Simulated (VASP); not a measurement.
Here is a VASP 6.6.1 calculation.

Contents of POSCAR:

```
CuAu
1.0
    2.8107494552      0.0000000000      0.0000000000
    0.0000000000      2.8107494552      0.0000000000
    0.0000000000      0.0000000000      3.6850000000
Au Cu
1 1
Direct
    0.0000000000      0.0000000000      0.0000000000
    0.5000000000      0.5000000000      0.5000000000
```

INCAR.step1

```
  ALGO = Normal
  EDIFF = 1E-4
  ENCUT = 600
  GGA = PE
  ISMEAR = -1
  LASPH = True
  LCHARG = False
  LREAL = False
  LWAVE = True
  NELM = 80
  PREC = Accurate
  SIGMA = 0.05
```

File INCAR.step2:

```
  ALGO = Normal
  EDIFF = 1E-6
  EDIFFG = -0.01
  ENCUT = 600
  IBRION = 2
  ISIF = 3
  ISMEAR = -1
  ISTART = 1
  LASPH = True
  LCHARG = False
  LMIXTAU = True
  LREAL = False
  LWAVE = False
  METAGGA = R2SCAN
  NELM = 80
  NSW = 60
  PREC = Accurate
  SIGMA = 0.05
```

The input KPOINTS:

```
k-points
0
Gamma
  9 9 7
```

Potentials or basis: VASP PAW PBE potentials, release 64 (Au, Cu).

The run is started by

```sh
$ cat potpaw_PBE.64/Au/POTCAR potpaw_PBE.64/Cu/POTCAR > POTCAR
$ cp INCAR.step1 INCAR
$ mpirun -np 1 vasp_std > vasp.out
$ cp INCAR.step2 INCAR
$ mpirun -np 1 vasp_std > vasp.out
```

Predict the space group after relaxing (to 0.05 Å).

P4/mmm (No. 123).

What does it give for the relaxed volume?

14.55 Å³/atom.

The path:
```tsv
step	energy change (eV)	largest force (eV/Å)	pressure (GPa)	volume (Å³)
1	0.0000	0.0000	-0.19	29.11
2	-0.0001	0.0000	0.46	29.04
3	-0.0001	0.0000	0.33	29.06
4	-0.0002	0.0000	0.19	29.07
5	-0.0004	0.0000	0.03	29.10
```

Caveat: the PAW data sets were made with another functional, which shifts forces and pressure a little.
